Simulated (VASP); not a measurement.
# Bi in VASP: further runs

Bi is run at these levels: PBEsol; tasks: single point.

All numbers are computed with VASP 6.6.1; they aren't measurements. Logs are shortened: lines on timing, memory, paths and dates and some standing lists are left out, and cuts for length are marked.

## Step 1: The cell of the first run

The typed cell holds 2 atoms: a = 3.144 Å, b = 2.918 Å, c = 5.273 Å, α = 90.00°, β = 90.01°, γ = 90.00°.

## Step 2: Single point, PBEsol

INCAR reads:

```
SYSTEM = Bi
PREC = Accurate
ENCUT = 520
EDIFF = 1E-7
ISMEAR = -1
SIGMA = 0.05
LREAL = .FALSE.
LASPH = .TRUE.
NELM = 60
ALGO = Normal
ISIF = 2
LWAVE = .FALSE.
LCHARG = .FALSE.
GGA = PS
NBANDS = 22
```

KPOINTS reads:

```
regular mesh
0
G
  8 8 4
  0 0 0
```

POSCAR reads:

```
Bi
1.0
    3.1442467773      0.0000000000      0.0211594647
    0.0000000000      2.9177911981      0.0000000000
   -0.0360121088      0.0000000000      5.2724924638
Bi
2
Direct
    0.7500087469      0.0000000000      0.7500004308
    0.2499912531      0.0000000000      0.2499995692
```

Potentials or basis: VASP PAW PBE potentials, release 64 (Bi_d).

The run is started by

```bash
> cat potpaw_PBE.64/Bi_d/POTCAR > POTCAR
> mpirun -np 1 vasp_std > vasp.out
```

OUTCAR:

```text
SYSTEM = Bi
   PREC = Accurate
   ENCUT = 520
   EDIFF = 1E-7
   ISMEAR = -1
   LREAL = .FALSE.
   LASPH = .TRUE.
   NELM = 60
   ISIF = 2
   GGA = PS

 ion  position               nearest neighbor table
   1  0.750  0.000  0.750-   2 3.07   2 3.07   2 3.07   2 3.07
   2  0.250  0.000  0.250-   1 3.07   1 3.07   1 3.07   1 3.07

  LATTYP: Found a simple monoclinic cell.
 ALAT       =     3.1443179737
 B/A-ratio  =     0.9279567851
 C/A-ratio  =     1.6768709435
 COS(beta)  =    -0.0001006008

  Lattice vectors:

 A1 = (   3.1442467773,   0.0000000000,   0.0211594647)
 A2 = (   0.0000000000,   2.9177911981,   0.0000000000)
 A3 = (  -0.0360121088,   0.0000000000,   5.2724924638)

Analysis of symmetry for initial positions (statically):
=====================================================================
 Subroutine PRICEL returns:
 Original cell was already a primitive cell.

 Routine SETGRP: Setting up the symmetry group for a
 simple monoclinic supercell.

 Subroutine GETGRP returns: Found  4 space group operations
 (whereof  4 operations were pure point group operations)
 out of a pool of  4 trial point group operations.

The static configuration has the point symmetry C_2h.

Analysis of symmetry for dynamics (positions and initial velocities):
=====================================================================
 Subroutine PRICEL returns:
 Original cell was already a primitive cell.

 Routine SETGRP: Setting up the symmetry group for a
 simple monoclinic supercell.

 Subroutine GETGRP returns: Found  4 space group operations
 (whereof  4 operations were pure point group operations)
 out of a pool of  4 trial point group operations.

The dynamic configuration has the point symmetry C_2h.

 Subroutine INISYM returns: Found  4 space group operations
 (whereof  4 operations are pure point group operations),
 and found     1 'primitive' translations

----------------------------------------------------------------------------------------

                                     Primitive cell

  volume of cell :      48.3734

  direct lattice vectors                    reciprocal lattice vectors
     3.144246777  0.000000000  0.021159465     0.318026576  0.000000000  0.002172181
     0.000000000  2.917791198  0.000000000     0.000000000  0.342725004  0.000000000
    -0.036012109  0.000000000  5.272492464    -0.001276298  0.000000000  0.189654901

  length of vectors
     3.144317974  2.917791198  5.272615447     0.318033994  0.342725004  0.189659196

  position of ions in fractional coordinates (direct lattice)
     0.750008747  0.000000000  0.750000431
     0.249991253  0.000000000  0.249999569

  ion indices of the primitive-cell ions
   primitive index   ion index
                 1           1
                 2           2

----------------------------------------------------------------------------------------

 KPOINTS: regular mesh

Automatic generation of k-mesh.
 Grid dimensions read from file:
 generate k-points for:    8    8    4

 Generating k-lattice:

  Cartesian coordinates                     Fractional coordinates (reciprocal lattice)
     0.039753322  0.000000000  0.000271523     0.125000000  0.000000000  0.000000000
     0.000000000  0.042840625  0.000000000     0.000000000  0.125000000  0.000000000
    -0.000319075  0.000000000  0.047413725    -0.000000000  0.000000000  0.250000000

  Length of vectors
     0.039754249  0.042840625  0.047414799

  Shift w.r.t. Gamma in fractional coordinates (k-lattice)
     0.000000000  0.000000000  0.000000000

 Subroutine IBZKPT returns following result:
 ===========================================

 Found     90 irreducible k-points:

 Following reciprocal coordinates:
            Coordinates               Weight
  0.000000  0.000000  0.000000      1.000000
  0.125000  0.000000 -0.000000      2.000000
  0.250000  0.000000 -0.000000      2.000000
  0.375000  0.000000 -0.000000      2.000000
  0.500000  0.000000 -0.000000      1.000000
  0.000000  0.125000  0.000000      2.000000
[... 16 lines left out ...]
  0.250000  0.500000 -0.000000      2.000000
  0.375000  0.500000 -0.000000      2.000000
 [... further k-points ...]
   k-points           NKPTS =     90   k-points in BZ     NKDIM =     90   number of bands    NBANDS=     22
   number of dos      NEDOS =    301   number of ions     NIONS =      2
   total plane-waves  NPLWV =  23040
   dimension x,y,z NGX =    24 NGY =   24 NGZ =   40
   dimension x,y,z NGXF=    48 NGYF=   48 NGZF=   80
   ions per type =               2
   NGX,Y,Z   is equivalent  to a cutoff of  12.69, 13.67, 12.61 a.u.
   NGXF,Y,Z  is equivalent  to a cutoff of  25.38, 27.35, 25.22 a.u.
 SYSTEM =  Bi
   PREC   = accura    normal or accurate (medium, high low for compatibility)
   ISTART =      0    job   : 0-new  1-cont  2-samecut
   ICHARG =      2    charge: 1-file 2-atom 10-const
   ISPIN  =      1    spin polarized calculation?
   LNONCOLLINEAR =      F non collinear calculations
   LSORBIT =      F    spin-orbit coupling
   LASPH  =      T    aspherical Exc in radial PAW
   ENCUT  =  520.0 eV  38.22 Ry    6.18 a.u.   5.85  5.43  9.80*2*pi/ulx,y,z
   NELM   =     60;   NELMIN=  2; NELMDL= -5     # of ELM steps
   EDIFF  = 0.1E-06   stopping-criterion for ELM
   LREAL  =      F    real-space projection
   EDIFFG = 0.1E-05   stopping-criterion for IOM
   NSW    =      0    number of steps for IOM
   IBRION =     -1    ionic relax: 0-MD 1-quasi-New 2-CG
   NFREE  =      0    steps in history (QN), initial steepest desc. (CG)
   ISIF   =      2    stress and relaxation
   ISYM   =      2    0-nonsym 1-usesym 2-fastsym
   POTIM  = 0.5000    time-step for ionic-motion
   TEBEG  =    0.0;   TEEND  =   0.0 temperature during run
   PSTRESS=    0.0 pullay stress
   NELECT =      30.0000    total number of electrons
   NUPDOWN=      -1.0000    fix difference up-down
   EMIN   =  10.00;   EMAX   =-10.00  energy-range for DOS
   EFERMI =   0.00;   METHOD = LEGACY
   ISMEAR =    -1;   SIGMA  =   0.05  broadening in eV -4-tet -1-fermi 0-gaus
   EFERMI_NEDOS =   21; number of points for ismear=-14 and -15
   IALGO  =     38    algorithm
   IMIX   =      4    mixing-type and parameters
     AMIX     =   0.40;   BMIX     =  1.00
     AMIX_MAG =   1.60;   BMIX_MAG =  1.00
  volume/ion in A,a.u.               =      24.19       163.22
  Fermi-wavevector in a.u.,A,eV,Ry     =   1.396089  2.638225 26.518619  1.949064
  Thomas-Fermi vector in A             =   2.519477
   LORBIT       =      0    0 simple, 1 ext, 2 COOP (PROOUT), +10 PAW based schemes
   GGA     = PS    functional components
   LHFCALC =     F    Hartree Fock is set to
   AEXX    =    0.0000 exact exchange contribution
   IVDW    =     0    specifies the selected vdW correction
   LEPSILON=     F    determine dielectric tensor
   LRPA    =     F    only Hartree local field effects (RPA)
 non-spin polarized calculation
  energy-cutoff  :      520.00
  volume of cell :       48.37
 maximum number of plane-waves:      1326
   NGX = 11   NGY = 11   NGZ = 19

 number of electron      30.0000002 magnetization

 Free energy of the ion-electron system (eV)
  ---------------------------------------------------
  ext. energy  EPLUGINS =         0.00000000
  ---------------------------------------------------
  free energy    TOTEN  =        -7.40873078 eV

  energy without entropy =       -7.40300957  energy(sigma->0) =       -7.40587017

 E-fermi :  11.4028     XC(G=0): -11.6334

 val. band max:       11.3640725894   @ k =   0.5000   0.1250   0.2500
 cond. band min:      11.4120263570   @ k =   0.0000   0.2500   0.5000
 fundamental gap:      0.0479537676
 Fermi energy:        11.4027529028

 k-point     1 :       0.0000    0.0000    0.0000
  band No.  band energies     occupation
      1     -12.4360      2.00000
      2     -12.2982      2.00000
      3     -12.0341      2.00000
      4     -11.9927      2.00000
      5     -11.9470      2.00000
      6     -11.7853      2.00000
[... 14 lines left out ...]
     21      20.4589      0.00000
     22      21.6625      0.00000

 k-point     2 :       0.1250    0.0000   -0.0000
  band No.  band energies     occupation
      1     -12.4139      2.00000
      2     -12.2600      2.00000
      3     -12.0380      2.00000
      4     -11.9755      2.00000
      5     -11.9056      2.00000
      6     -11.7761      2.00000
[... 14 lines left out ...]
     21      20.3174      0.00000
     22      21.9159      0.00000

 k-point     3 :       0.2500    0.0000   -0.0000
  band No.  band energies     occupation
      1     -12.3599      2.00000
      2     -12.2027      2.00000
      3     -12.0401      2.00000
      4     -11.8996      2.00000
      5     -11.8055      2.00000
      6     -11.7504      2.00000
[... 14 lines left out ...]
     21      22.6661      0.00000
     22      23.6501      0.00000

 k-point     4 :       0.3750    0.0000   -0.0000
  band No.  band energies     occupation
      1     -12.2953      2.00000
      2     -12.1991      2.00000
      3     -12.0171      2.00000
      4     -11.8303      2.00000
      5     -11.7747      2.00000
      6     -11.7248      2.00000
[... 14 lines left out ...]
     21      22.9613      0.00000
     22      23.8653      0.00000

 k-point     5 :       0.5000    0.0000   -0.0000
  band No.  band energies     occupation
      1     -12.2369      2.00000
      2     -12.2368      2.00000
      3     -11.9482      2.00000
      4     -11.9482      2.00000
      5     -11.7312      2.00000
      6     -11.7312      2.00000
[... 417 lines left out ...]
 k-point    22 :       0.1250    0.5000   -0.0000
  band No.  band energies     occupation
      1     -12.1003      2.00000
      2     -12.0289      2.00000
      3     -12.0021      2.00000
      4     -11.9262      2.00000
      5     -11.8890      2.00000
      6     -11.8592      2.00000
[... 14 lines left out ...]
     21      21.1410      0.00000
     22      22.7241      0.00000

 k-point    23 :       0.2500    0.5000   -0.0000
  band No.  band energies     occupation
      1     -12.0615      2.00000
      2     -12.0018      2.00000
      3     -11.9784      2.00000
      4     -11.9291      2.00000
      5     -11.8795      2.00000
      6     -11.8514      2.00000
[... 14 lines left out ...]
     21      18.9065      0.00000
     22      20.2952      0.00000

 k-point    24 :       0.3750    0.5000   -0.0000
  band No.  band energies     occupation
      1     -12.0265      2.00000
      2     -12.0066      2.00000
      3     -12.0009      2.00000
      4     -11.9767      2.00000
      5     -11.8928      2.00000
      6     -11.7940      2.00000
[... 14 lines left out ...]
     21      16.7254      0.00000
     22      18.1962      0.00000

 [... further k-points ...]

------------------------ aborting loop because EDIFF is reached ----------------------------------------

  FORCE on cell =-STRESS in cart. coord.  units (eV):
  Direction    XX          YY          ZZ          XY          YZ          ZX
  --------------------------------------------------------------------------------------
  -------------------------------------------------------------------------------------
  Total        9.0262716      9.0253783      9.0335725      0.0000000      0.0000000      0.0010529
  in kB      298.9594033    298.9298140    299.2012144      0.0000000      0.0000000      0.0348728
  external PRESSURE =     299.0301439 kB  Pullay stress =       0.0000000 kB

 VOLUME and BASIS-vectors are now :
 -----------------------------------------------------------------------------
  energy-cutoff  :      520.00
  volume of cell :       48.37
      direct lattice vectors                 reciprocal lattice vectors
     3.144246777  0.000000000  0.021159465     0.318026576  0.000000000  0.002172181
     0.000000000  2.917791198  0.000000000     0.000000000  0.342725004  0.000000000
    -0.036012109  0.000000000  5.272492464    -0.001276298  0.000000000  0.189654901

 POSITION                                       TOTAL-FORCE (eV/Angst)
 -----------------------------------------------------------------------------------
      2.33120      0.00000      3.97024        -0.000062      0.000000     -0.000039
      0.77703      0.00000      1.32341         0.000062      0.000000      0.000039
 -----------------------------------------------------------------------------------
    total drift:                                0.000000     -0.000000      0.000000

  FREE ENERGIE OF THE ION-ELECTRON SYSTEM (eV)
  ---------------------------------------------------
  free  energy   TOTEN  =        -7.4087307762 eV

  energy  without entropy=       -7.4030095707  energy(sigma->0) =       -7.40587017
```

It took 88 s on 1 thread of AMD EPYC 7R13, shared host; peak memory 0.18 GiB.

Results:

```yaml
Free_energy: -7.4087 eV
Pressure: 29.9 GPa
Band_gap_on_the_k_mesh: zero (bands 15 and 16 overlap by 7.73 eV)
```

Caveat: the cell stands under pressure; the PAW data sets were made with another functional, which shifts forces and pressure a little; spin-orbit coupling is left out, which moves the levels of the heavy elements.

(Continued in part 2 of 2.)

The gap in the log of VASP goes by the Fermi energy; the results here count the filled bands.